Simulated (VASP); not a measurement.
# NaI (I4/mmm) in VASP: notebook

The runs below take NaI through single point, with PBE, r2SCAN.

Everything below comes from runs of VASP 6.6.1. Logs are shortened: lines on timing, memory, paths and dates and some standing lists are left out, and cuts for length are marked.

### Step 1. The cell of the first run

It takes space group I4/mmm (No. 139, tetragonal). The conventional cell has a = 4.485 Å, b = 4.485 Å, c = 6.459 Å, α = 90.00°, β = 90.00°, γ = 90.00°. Within 4.2 Å of Na (site symmetry 4/mmm) lie 6 I at 3.17 to 3.23 Å. I (site symmetry 4/mmm) has 6 Na at 3.17 to 3.23 Å within 4.2 Å.

### Step 2. Single point, PBE (biaxial xy strain -1.8%)

INCAR

```
SYSTEM = NaI
  PREC = Accurate
  ENCUT = 520
  EDIFF = 1E-6
  ISMEAR = -1
  SIGMA = 0.02
  LREAL = .FALSE.
  LASPH = .TRUE.
  NELM = 80
  ALGO = Normal
  ISIF = 2
  LWAVE = .FALSE.
  LCHARG = .FALSE.
  GGA = PE
  NBANDS = 14
```

KPOINTS

```
Automatic mesh
0
G
  8 8 8
  0 0 0
```

POSCAR

```
NaI
1.0
    0.0000000000      3.1712626133      3.2297205553
    3.1712626133      0.0000000000      3.2297205553
    3.1712626133      3.1712626133      0.0000000000
Na I
1 1
Direct
    0.0000000000      0.0000000000      0.0000000000
    0.5000000000      0.5000000000      0.5000000000
```

Potentials or basis: VASP PAW PBE potentials, release 64 (Na_pv, I).

The run is started by

```console
> cat potpaw_PBE.64/Na_pv/POTCAR potpaw_PBE.64/I/POTCAR > POTCAR
> mpirun -np 1 vasp_std > vasp.out
```

OUTCAR:

```text
SYSTEM = NaI
   PREC = Accurate
   ENCUT = 520
   EDIFF = 1E-6
   ISMEAR = -1
   LREAL = .FALSE.
   LASPH = .TRUE.
   NELM = 80
   ISIF = 2
   GGA = PE

 ion  position               nearest neighbor table
   1  0.000  0.000  0.000-   2 3.17   2 3.17   2 3.17   2 3.17
   2  0.500  0.500  0.500-   1 3.17   1 3.17   1 3.17   1 3.17

  LATTYP: Found a body centered tetragonal cell.
 ALAT       =     4.4848425976
 C/A-ratio  =     1.4402826788

  Lattice vectors:

 A1 = (  -3.1712626133,   0.0000000000,   3.2297205553)
 A2 = (   3.1712626133,   0.0000000000,   3.2297205553)
 A3 = (   0.0000000000,   3.1712626133,  -3.2297205553)

Analysis of symmetry for initial positions (statically):
=====================================================================
 Subroutine PRICEL returns:
 Original cell was already a primitive cell.

 Routine SETGRP: Setting up the symmetry group for a
 body centered tetragonal supercell.

 Subroutine GETGRP returns: Found 16 space group operations
 (whereof 16 operations were pure point group operations)
 out of a pool of 16 trial point group operations.

The static configuration has the point symmetry D_4h.

Analysis of symmetry for dynamics (positions and initial velocities):
=====================================================================
 Subroutine PRICEL returns:
 Original cell was already a primitive cell.

 Routine SETGRP: Setting up the symmetry group for a
 body centered tetragonal supercell.

 Subroutine GETGRP returns: Found 16 space group operations
 (whereof 16 operations were pure point group operations)
 out of a pool of 16 trial point group operations.

The dynamic configuration has the point symmetry D_4h.

 Subroutine INISYM returns: Found 16 space group operations
 (whereof 16 operations are pure point group operations),
 and found     1 'primitive' translations

----------------------------------------------------------------------------------------

                                     Primitive cell

  volume of cell :      64.9620

  direct lattice vectors                    reciprocal lattice vectors
     0.000000000  3.171262613  3.229720555    -0.157665908  0.157665908  0.154812155
     3.171262613  0.000000000  3.229720555     0.157665908 -0.157665908  0.154812155
     3.171262613  3.171262613  0.000000000     0.157665908  0.157665908 -0.154812155

  length of vectors
     4.526367354  4.526367354  4.484842598     0.271447749  0.271447749  0.271447749

[... 83 lines left out ...]
   NSW    =      0    number of steps for IOM
   IBRION =     -1    ionic relax: 0-MD 1-quasi-New 2-CG
   NFREE  =      0    steps in history (QN), initial steepest desc. (CG)
   ISIF   =      2    stress and relaxation
   ISYM   =      2    0-nonsym 1-usesym 2-fastsym
   POTIM  = 0.5000    time-step for ionic-motion
   TEBEG  =    0.0;   TEEND  =   0.0 temperature during run
   PSTRESS=    0.0 pullay stress
   NELECT =      14.0000    total number of electrons
   NUPDOWN=      -1.0000    fix difference up-down
   EMIN   =  10.00;   EMAX   =-10.00  energy-range for DOS
   EFERMI =   0.00;   METHOD = LEGACY
   ISMEAR =    -1;   SIGMA  =   0.02  broadening in eV -4-tet -1-fermi 0-gaus
   EFERMI_NEDOS =   21; number of points for ismear=-14 and -15
   IALGO  =     38    algorithm
   IMIX   =      4    mixing-type and parameters
     AMIX     =   0.40;   BMIX     =  1.00
     AMIX_MAG =   1.60;   BMIX_MAG =  1.00
  volume/ion in A,a.u.               =      32.48       219.19
  Fermi-wavevector in a.u.,A,eV,Ry     =   0.981517  1.854798 13.107515  0.963375
  Thomas-Fermi vector in A             =   2.112529
   LORBIT       =      0    0 simple, 1 ext, 2 COOP (PROOUT), +10 PAW based schemes
   GGA     = PE    functional components
   LHFCALC =     F    Hartree Fock is set to
   AEXX    =    0.0000 exact exchange contribution
   IVDW    =     0    specifies the selected vdW correction
   LEPSILON=     F    determine dielectric tensor
   LRPA    =     F    only Hartree local field effects (RPA)
 non-spin polarized calculation
  energy-cutoff  :      520.00
  volume of cell :       64.96
 maximum number of plane-waves:      1793
 NGX is ok and might be reduce to    36
   NGX = 17   NGY = 17   NGZ = 17

 number of electron      14.0000003 magnetization

 Free energy of the ion-electron system (eV)
  ---------------------------------------------------
  ext. energy  EPLUGINS =         0.00000000
  ---------------------------------------------------
  free energy    TOTEN  =        -5.36899176 eV

  energy without entropy =       -5.36899176  energy(sigma->0) =       -5.36899176

 E-fermi :   1.5301     XC(G=0):  -7.8779

 val. band max:        1.1247813104   @ k =   0.0000   0.0000   0.0000
 cond. band min:       4.8709440670   @ k =   0.0000   0.0000   0.0000
 fundamental gap:      3.7461627566
 Fermi energy:         1.5300880159

 k-point     1 :       0.0000    0.0000    0.0000
  band No.  band energies     occupation
      1     -21.2820      2.00000
      2     -21.2808      2.00000
      3     -21.2808      2.00000
      4     -10.0209      2.00000
      5       1.1048      2.00000
      6       1.1048      2.00000
      7       1.1248      2.00000
      8       4.8709      0.00000
      9       8.9589      0.00000
     10       9.0822      0.00000
     11       9.0822      0.00000
     12      10.8225      0.00000
     13      11.0344      0.00000
     14      11.5752      0.00000
[... 377 lines left out ...]
      1     -21.2859      2.00000
      2     -21.2824      2.00000
      3     -21.2813      2.00000
      4      -9.7313      2.00000
      5      -0.7407      2.00000
      6       0.6995      2.00000
      7       0.7287      2.00000
      8       6.6339      0.00000
      9       8.2882      0.00000
     10       8.7572      0.00000
     11       9.2342      0.00000
     12      11.3025      0.00000
     13      12.3424      0.00000
     14      12.4028      0.00000

 [... further k-points ...]
[... 5 lines left out ...]
  --------------------------------------------------------------------------------------
  -------------------------------------------------------------------------------------
  Total        0.5913922      0.5913922      0.3583623      0.0000000      0.0000000      0.0000000
  in kB       14.5856842     14.5856842      8.8383985      0.0000000      0.0000000      0.0000000
  external PRESSURE =      12.6699223 kB  Pullay stress =       0.0000000 kB

 VOLUME and BASIS-vectors are now :
 -----------------------------------------------------------------------------
  energy-cutoff  :      520.00
  volume of cell :       64.96
      direct lattice vectors                 reciprocal lattice vectors
     0.000000000  3.171262613  3.229720555    -0.157665908  0.157665908  0.154812155
     3.171262613  0.000000000  3.229720555     0.157665908 -0.157665908  0.154812155
     3.171262613  3.171262613  0.000000000     0.157665908  0.157665908 -0.154812155

 POSITION                                       TOTAL-FORCE (eV/Angst)
 -----------------------------------------------------------------------------------
      0.00000      0.00000      0.00000         0.000000      0.000000      0.000000
      3.17126      3.17126      3.22972        -0.000000     -0.000000      0.000000
 -----------------------------------------------------------------------------------
    total drift:                                0.000000      0.000000      0.000000

  FREE ENERGIE OF THE ION-ELECTRON SYSTEM (eV)
  ---------------------------------------------------
  free  energy   TOTEN  =        -5.3689917560 eV

  energy  without entropy=       -5.3689917559  energy(sigma->0) =       -5.36899176
```

stdout:

```text
POSCAR found type information on POSCAR NaI
 POSCAR found :  2 types and       2 ions
 scaLAPACK will be used
 LDA part: xc-table for (Slater+PW92), standard interpolation
 POSCAR, INCAR and KPOINTS ok, starting setup
 FFT: planning ... GRIDC
 FFT: planning ... GRID_SOFT
 FFT: planning ... GRID
 WAVECAR not read
 entering main loop
```

Run time: 40 s. Hardware: 1 thread of Intel Xeon Platinum 8259CL at 2.50GHz (Skylake/Cascade Lake), shared host; peak memory 0.23 GiB.

What came out:

```
Free energy            : -5.3690 eV
Pressure               : 1.3 GPa
Band gap on the k mesh : 3.75 eV
```

Stress tensor (GPa, compression positive):
```
1.46 0.00 0.00
0.00 1.46 0.00
0.00 0.00 0.88
```

Caveat: the cell differs from its parent crystal (biaxial xy strain -1.8%); spin-orbit coupling is left out, which moves the levels of the heavy elements.

### Step 3. Single point, r2SCAN (biaxial xy strain -1.8%)

POSCAR is that of step 2.

INCAR.step1

```
SYSTEM = NaI
PREC     = Accurate       ! precision mode
ENCUT    = 520            ! plane-wave cutoff, eV
ISMEAR   = 0              ! smearing method
SIGMA    = 0.01           ! smearing width, eV
LREAL    = .False.        ! projectors in reciprocal space
LASPH    = .True.         ! aspherical terms in the spheres
NELM     = 80             ! most SCF steps
NBANDS   = 14             ! bands
GGA      = PE             ! functional
ALGO     = Normal         ! electronic algorithm
EDIFF    = 1E-4           ! SCF threshold, eV
LWAVE    = .True.         ! write WAVECAR
LCHARG   = .False.        ! write CHGCAR
```

INCAR.step2

```
SYSTEM = NaI
PREC     = Accurate       ! precision mode
ENCUT    = 520            ! plane-wave cutoff, eV
EDIFF    = 1E-7           ! SCF threshold, eV
ISMEAR   = 0              ! smearing method
SIGMA    = 0.01           ! smearing width, eV
LREAL    = .False.        ! projectors in reciprocal space
LASPH    = .True.         ! aspherical terms in the spheres
NELM     = 80             ! most SCF steps
ALGO     = Normal         ! electronic algorithm
ISIF     = 2              ! what is computed and relaxed
LWAVE    = .False.        ! write WAVECAR
LCHARG   = .False.        ! write CHGCAR
METAGGA  = R2SCAN         ! meta-GGA
LMIXTAU  = .True.       
NBANDS   = 14             ! bands
ISTART   = 1
```

KPOINTS

```
regular mesh
0
Gamma
  8 8 8
  0 0 0
```

Potentials or basis: VASP PAW PBE potentials, release 64 (Na_pv, I).

The run is started by

```console
> cat potpaw_PBE.64/Na_pv/POTCAR potpaw_PBE.64/I/POTCAR > POTCAR
> cp INCAR.step1 INCAR
> mpirun -np 1 vasp_std > vasp.out
> cp INCAR.step2 INCAR
> mpirun -np 1 vasp_std > vasp.out
```

It took 4.1 min on 1 thread of Intel Xeon Platinum 8259CL at 2.50GHz (Skylake/Cascade Lake), shared host; peak memory 0.24 GiB.

The run converged. Its results:

```
Free energy            : -31.0809 eV
Pressure               : 0.6 GPa
Band gap on the k mesh : 4.56 eV
```

Stress tensor (GPa, compression positive):
```
0.79 0.00 0.00
0.00 0.79 0.00
0.00 0.00 0.23
```

Levels at points of the mesh, in eV from the valence-band top:
```
           k point  band 3  band 4  band 5  band 6  band 7  band 8  band 9  band 10  band 11  band 12
(0.00, 0.00, 0.00)  -23.22  -11.48   -0.02   -0.02    0.00    4.56    8.38     8.50     8.50    10.27
(0.50, 0.00, 0.00)  -23.22  -11.10   -2.36   -0.36   -0.32    5.70    8.02     8.17    10.10    11.16
(0.50, 0.50, 0.00)  -23.22  -11.02   -2.10   -0.80   -0.80    5.27    5.97    10.93    12.29    12.61
(0.50, 0.00, 0.50)  -23.22  -11.00   -2.09   -0.89   -0.81    5.24    5.92    11.06    12.29    12.36
```

Caveat: the cell differs from its parent crystal (biaxial xy strain -1.8%); the PAW data sets were made with another functional, which shifts forces and pressure a little; spin-orbit coupling is left out, which moves the levels of the heavy elements.
